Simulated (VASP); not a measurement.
Write the native input for VASP 6.6.1 that does the following.

```yaml
Task: single point
Functional: LDA
Potentials_or_basis: VASP PAW LDA potentials, release 64 (In_d, As)
Cutoff: 520 eV
k_mesh: 6 × 6 × 6
Occupations: fermi-dirac, width 0.05 eV
Spin: no spin polarisation
Dipole_correction: no
Further_INCAR_settings: ALGO = Normal; EDIFF = 1e-06; NBANDS = 30
```

The structure of In3As lies in POSCAR:

```
In3As
1.0
    4.7633058499      0.0000000000      0.0000000000
    0.0000000000      4.7633058499      0.0000000000
    0.0000000000      0.0000000000      4.7633058499
In As
3 1
Direct
    0.5000000000      0.5000000000      0.0000000000
    0.5000000000      0.0000000000      0.5000000000
    0.0000000000      0.5000000000      0.5000000000
    0.0000000000      0.0000000000      0.0000000000
```

These files were run (other wordings do the same):

INCAR

```
PREC     = Accurate       # precision mode
ENCUT    = 520            # plane-wave cutoff, eV
EDIFF    = 1E-6           # SCF threshold, eV
ISMEAR   = -1             # smearing method
SIGMA    = 0.05           # smearing width, eV
LREAL    = F              # projectors in reciprocal space
LASPH    = T              # aspherical terms in the spheres
NELM     = 60             # most SCF steps
ALGO     = Normal         # electronic algorithm
ISIF     = 2              # what is computed and relaxed
LWAVE    = F              # write WAVECAR
LCHARG   = F              # write CHGCAR
NBANDS   = 30             # bands
```

KPOINTS

```
Automatic mesh
0
Gamma
  6 6 6
```

Potentials or basis: VASP PAW LDA potentials, release 64 (In_d, As).

Launch:

```bash
$ cat potpaw_LDA.64/In_d/POTCAR potpaw_LDA.64/As/POTCAR > POTCAR
$ mpirun -np 1 vasp_std > vasp.out
```

It gave:

The pressure is -5.6 GPa and the band gap on the k mesh is zero (bands 22 and 23 overlap by 3.44 eV).

Caveat: the cell stands under tension; spin-orbit coupling is left out, which moves the levels of the heavy elements.

Wall time 20 s on 1 thread of AMD EPYC 9R45 (Zen 5) (shared host), peak memory 0.17 GiB.
